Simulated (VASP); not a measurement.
# Sb (Fm-3m) in VASP: single point with PBE

Aim: the single point of Sb with PBE.

Everything below comes from runs of VASP 6.6.1. Logs are shortened: lines on timing, memory, paths and dates and some standing lists are left out, and cuts for length are marked.

### Step 1. The cell of the first run

The structure is cubic, space group Fm-3m (No. 225). Conventional cell: a = 4.792 Å, b = 4.792 Å, c = 4.792 Å, α = 90.00°, β = 90.00°, γ = 90.00°. Within 4.5 Å of Sb (site symmetry m-3m) lie 12 Sb at 3.39 Å.

### Step 2. Single point, PBE

File INCAR:

```
PREC = Accurate ; ENCUT = 520
EDIFF = 1E-6 ; ISMEAR = -1
SIGMA = 0.08 ; LREAL = F
LASPH = T ; NELM = 100
ALGO = Normal ; ISIF = 2
LWAVE = F ; LCHARG = F
GGA = PE ; NBANDS = 12
```

File KPOINTS:

```
regular mesh
0
Gamma
  10 7 10
```

File POSCAR:

```
Sb
1.0
   -2.3960075581      2.3960075581      0.0000000000
    0.0000000000      0.0000000000      4.7920151162
    2.3960075581      2.3960075581      0.0000000000
Sb
2
Direct
    0.0000000000      0.0000000000      0.0000000000
    0.5000000000      0.5000000000      0.5000000000
```

Potentials or basis: VASP PAW PBE potentials, release 64 (Sb).

Started as:

```
$ cat potpaw_PBE.64/Sb/POTCAR > POTCAR
$ mpirun -np 1 vasp_std > vasp.out
```

OUTCAR:

```text
PREC = Accurate
   ENCUT = 520
   EDIFF = 1E-6
   ISMEAR = -1
   LREAL = F
   LASPH = T
   NELM = 100
   ISIF = 2
   GGA = PE

 ion  position               nearest neighbor table
   1  0.000  0.000  0.000-   2 3.39   2 3.39   2 3.39   2 3.39   2 3.39   2 3.39   2 3.39   2 3.39

   2  0.500  0.500  0.500-   1 3.39   1 3.39   1 3.39   1 3.39   1 3.39   1 3.39   1 3.39   1 3.39

  LATTYP: Found a simple tetragonal cell.
 ALAT       =     3.3884663842
 C/A-ratio  =     1.4142135624

  Lattice vectors:

 A1 = (   2.3960075581,  -2.3960075581,   0.0000000000)
 A2 = (   2.3960075581,   2.3960075581,   0.0000000000)
 A3 = (   0.0000000000,   0.0000000000,   4.7920151162)

Analysis of symmetry for initial positions (statically):
=====================================================================
 Subroutine PRICEL returns following result:

  LATTYP: Found a face centered cubic cell.
 ALAT       =     4.7920151162

  Lattice vectors:

 A1 = (   2.3960075581,   0.0000000000,   2.3960075581)
 A2 = (   2.3960075581,   2.3960075581,   0.0000000000)
 A3 = (   0.0000000000,   2.3960075581,   2.3960075581)

   2 primitive cells build up your supercell.

 Routine SETGRP: Setting up the symmetry group for a
 simple tetragonal supercell.

 Subroutine GETGRP returns: Found 16 space group operations
 (whereof 16 operations were pure point group operations)
 out of a pool of 16 trial point group operations.

The static configuration has the point symmetry D_4h.

Analysis of symmetry for dynamics (positions and initial velocities):
=====================================================================
 Subroutine PRICEL returns following result:

  LATTYP: Found a face centered cubic cell.
 ALAT       =     4.7920151162

  Lattice vectors:

 A1 = (   2.3960075581,   0.0000000000,   2.3960075581)
 A2 = (   2.3960075581,   2.3960075581,   0.0000000000)
 A3 = (   0.0000000000,   2.3960075581,   2.3960075581)

   2 primitive cells build up your supercell.

 Routine SETGRP: Setting up the symmetry group for a
 simple tetragonal supercell.

 Subroutine GETGRP returns: Found 16 space group operations
 (whereof 16 operations were pure point group operations)
 out of a pool of 16 trial point group operations.

The dynamic configuration has the point symmetry D_4h.

 Subroutine INISYM returns: Found 16 space group operations
 (whereof 16 operations are pure point group operations),
 and found     2 'primitive' translations

----------------------------------------------------------------------------------------

                                     Primitive cell

  volume of cell :      27.5103

  direct lattice vectors                    reciprocal lattice vectors
     2.396007558  0.000000000  2.396007558     0.208680477 -0.208680477  0.208680477
     2.396007558  2.396007558  0.000000000     0.208680477  0.208680477 -0.208680477
     0.000000000  2.396007558  2.396007558    -0.208680477  0.208680477  0.208680477

  length of vectors
     3.388466384  3.388466384  3.388466384     0.361445189  0.361445189  0.361445189

  position of ions in fractional coordinates (direct lattice)
     0.000000000  0.000000000  0.000000000

  ion indices of the primitive-cell ions
   primitive index   ion index
                 1           1

----------------------------------------------------------------------------------------

 KPOINTS: regular mesh

Automatic generation of k-mesh.
 Grid dimensions read from file:
 generate k-points for:   10    7   10

 Generating k-lattice:

  Cartesian coordinates                     Fractional coordinates (reciprocal lattice)
    -0.020868048  0.020868048  0.000000000     0.100000000  0.000000000  0.000000000
     0.000000000  0.000000000  0.029811497     0.000000000  0.142857143  0.000000000
     0.020868048  0.020868048  0.000000000     0.000000000  0.000000000  0.100000000

  Length of vectors
     0.029511876  0.029811497  0.029511876

  Shift w.r.t. Gamma in fractional coordinates (k-lattice)
     0.000000000  0.000000000  0.000000000

 Subroutine IBZKPT returns following result:
 ===========================================

 Found     84 irreducible k-points:

 Following reciprocal coordinates:
            Coordinates               Weight
  0.000000  0.000000  0.000000      1.000000
  0.100000  0.000000  0.000000      4.000000
  0.200000  0.000000  0.000000      4.000000
  0.300000  0.000000  0.000000      4.000000
  0.400000  0.000000  0.000000      4.000000
  0.500000  0.000000  0.000000      2.000000
[... 16 lines left out ...]
  0.400000  0.428571  0.000000      8.000000
  0.500000  0.428571  0.000000      4.000000
 [... further k-points ...]
   k-points           NKPTS =     84   k-points in BZ     NKDIM =     84   number of bands    NBANDS=     12
   number of dos      NEDOS =    301   number of ions     NIONS =      2
   total plane-waves  NPLWV =  28224
   dimension x,y,z NGX =    28 NGY =   36 NGZ =   28
   dimension x,y,z NGXF=    56 NGYF=   72 NGZF=   56
   ions per type =               2
   NGX,Y,Z   is equivalent  to a cutoff of  13.74, 12.49, 13.74 a.u.
   NGXF,Y,Z  is equivalent  to a cutoff of  27.47, 24.98, 27.47 a.u.
 SYSTEM =  unknown system
   PREC   = accura    normal or accurate (medium, high low for compatibility)
   ISTART =      0    job   : 0-new  1-cont  2-samecut
   ICHARG =      2    charge: 1-file 2-atom 10-const
   ISPIN  =      1    spin polarized calculation?
   LNONCOLLINEAR =      F non collinear calculations
   LSORBIT =      F    spin-orbit coupling
   LASPH  =      T    aspherical Exc in radial PAW
   ENCUT  =  520.0 eV  38.22 Ry    6.18 a.u.   6.30  8.91  6.30*2*pi/ulx,y,z
   NELM   =    100;   NELMIN=  2; NELMDL= -5     # of ELM steps
   EDIFF  = 0.1E-05   stopping-criterion for ELM
   LREAL  =      F    real-space projection
   EDIFFG = 0.1E-04   stopping-criterion for IOM
   NSW    =      0    number of steps for IOM
   IBRION =     -1    ionic relax: 0-MD 1-quasi-New 2-CG
   NFREE  =      0    steps in history (QN), initial steepest desc. (CG)
   ISIF   =      2    stress and relaxation
   ISYM   =      2    0-nonsym 1-usesym 2-fastsym
   POTIM  = 0.5000    time-step for ionic-motion
   TEBEG  =    0.0;   TEEND  =   0.0 temperature during run
   PSTRESS=    0.0 pullay stress
   NELECT =      10.0000    total number of electrons
   NUPDOWN=      -1.0000    fix difference up-down
   EMIN   =  10.00;   EMAX   =-10.00  energy-range for DOS
   EFERMI =   0.00;   METHOD = LEGACY
   ISMEAR =    -1;   SIGMA  =   0.08  broadening in eV -4-tet -1-fermi 0-gaus
   EFERMI_NEDOS =   21; number of points for ismear=-14 and -15
   IALGO  =     38    algorithm
   IMIX   =      4    mixing-type and parameters
     AMIX     =   0.40;   BMIX     =  1.00
     AMIX_MAG =   1.60;   BMIX_MAG =  1.00
  volume/ion in A,a.u.               =      27.51       185.65
  Fermi-wavevector in a.u.,A,eV,Ry     =   0.927328  1.752396 11.700153  0.859937
  Thomas-Fermi vector in A             =   2.053386
   LORBIT       =      0    0 simple, 1 ext, 2 COOP (PROOUT), +10 PAW based schemes
   GGA     = PE    functional components
   LHFCALC =     F    Hartree Fock is set to
   AEXX    =    0.0000 exact exchange contribution
   IVDW    =     0    specifies the selected vdW correction
   LEPSILON=     F    determine dielectric tensor
   LRPA    =     F    only Hartree local field effects (RPA)
 non-spin polarized calculation
  energy-cutoff  :      520.00
  volume of cell :       55.02
 maximum number of plane-waves:      1497
 NGX is ok and might be reduce to    28
   NGX = 13   NGY = 17   NGZ = 13

 number of electron      10.0000000 magnetization

 number of electron       9.9999999 magnetization

 Free energy of the ion-electron system (eV)
  ---------------------------------------------------
  ext. energy  EPLUGINS =         0.00000000
  ---------------------------------------------------
  free energy    TOTEN  =        -7.64888039 eV

  energy without entropy =       -7.61487509  energy(sigma->0) =       -7.63187774

 E-fermi :   8.2359     XC(G=0): -10.1406

 val. band max:        8.2182485506   @ k =   0.5000   0.1429   0.0000
 cond. band min:       8.2575487320   @ k =   0.3000   0.2857   0.0000
 fundamental gap:      0.0393001814
 Fermi energy:         8.2358961813

 k-point     1 :       0.0000    0.0000    0.0000
  band No.  band energies     occupation
      1      -4.5123      2.00000
      2       0.6841      2.00000
      3       3.4408      2.00000
      4       8.6201      0.01629
      5       8.6201      0.01629
      6      12.3766      0.00000
      7      12.8639      0.00000
      8      13.4108      0.00000
      9      13.4108      0.00000
     10      13.4108      0.00000
     11      18.1312      0.00000
     12      18.1318      0.00000

 k-point     2 :       0.1000    0.0000    0.0000
  band No.  band energies     occupation
      1      -4.3831      2.00000
      2       0.7174      2.00000
      3       3.5826      2.00000
      4       7.5493      1.99963
      5       8.7519      0.00315
      6      12.4241      0.00000
      7      12.6776      0.00000
      8      12.8558      0.00000
      9      13.4258      0.00000
     10      14.0371      0.00000
     11      17.2732      0.00000
     12      18.2238      0.00000

 k-point     3 :       0.2000    0.0000    0.0000
  band No.  band energies     occupation
      1      -3.9974      2.00000
      2       0.7358      2.00000
      3       4.0057      2.00000
      4       5.9451      2.00000
      5       9.1413      0.00002
      6      10.5691      0.00000
      7      11.4844      0.00000
      8      13.0334      0.00000
      9      13.3956      0.00000
     10      16.5623      0.00000
     11      17.2084      0.00000
     12      18.5022      0.00000
[... 286 lines left out ...]
 k-point    23 :       0.4000    0.4286    0.0000
  band No.  band energies     occupation
      1      -1.5264      2.00000
      2      -0.9423      2.00000
      3       2.9455      2.00000
      4       3.5479      2.00000
      5      10.8633      0.00000
      6      11.3569      0.00000
      7      11.8013      0.00000
      8      11.8847      0.00000
      9      15.8471      0.00000
     10      16.2757      0.00000
     11      17.3337      0.00000
     12      17.3760      0.00000

 k-point    24 :       0.5000    0.4286    0.0000
  band No.  band energies     occupation
      1      -0.9167      2.00000
      2      -0.9167      2.00000
      3       2.6709      2.00000
      4       2.6709      2.00000
      5      11.5270      0.00000
      6      11.5270      0.00000
      7      11.7623      0.00000
      8      11.7623      0.00000
      9      16.4488      0.00000
     10      16.4488      0.00000
     11      16.8872      0.00000
     12      16.8872      0.00000

 [... further k-points ...]
[... 5 lines left out ...]
  --------------------------------------------------------------------------------------
  -------------------------------------------------------------------------------------
  Total       -0.0206507     -0.0206507     -0.1408108      0.0000000      0.0000000      0.0000000
  in kB       -0.6013408     -0.6013408     -4.1003612      0.0000000      0.0000000      0.0000000
  external PRESSURE =      -1.7676810 kB  Pullay stress =       0.0000000 kB

 VOLUME and BASIS-vectors are now :
 -----------------------------------------------------------------------------
  energy-cutoff  :      520.00
  volume of cell :       55.02
      direct lattice vectors                 reciprocal lattice vectors
    -2.396007558  2.396007558  0.000000000    -0.208680477  0.208680477  0.000000000
     0.000000000  0.000000000  4.792015116     0.000000000  0.000000000  0.208680477
     2.396007558  2.396007558  0.000000000     0.208680477  0.208680477  0.000000000

 POSITION                                       TOTAL-FORCE (eV/Angst)
 -----------------------------------------------------------------------------------
      0.00000      0.00000      0.00000         0.000000     -0.000000      0.000000
      0.00000      2.39601      2.39601        -0.000000      0.000000     -0.000000
 -----------------------------------------------------------------------------------
    total drift:                                0.000000     -0.000000      0.000000

  FREE ENERGIE OF THE ION-ELECTRON SYSTEM (eV)
  ---------------------------------------------------
  free  energy   TOTEN  =        -7.6488803894 eV

  energy  without entropy=       -7.6148750852  energy(sigma->0) =       -7.63187774
```

It took 17 s on 1 thread of AMD EPYC 9R45 (Zen 5), shared host; peak memory 0.17 GiB.

Results:

```yaml
Free_energy: -7.6489 eV
Pressure: -0.2 GPa
Band_gap_on_the_k_mesh: zero (band 5 reaches 11.53 eV, above the bottom of band 6 at 5.67 eV)
```

Caveat: spin-orbit coupling is left out, which moves the levels of the heavy elements.
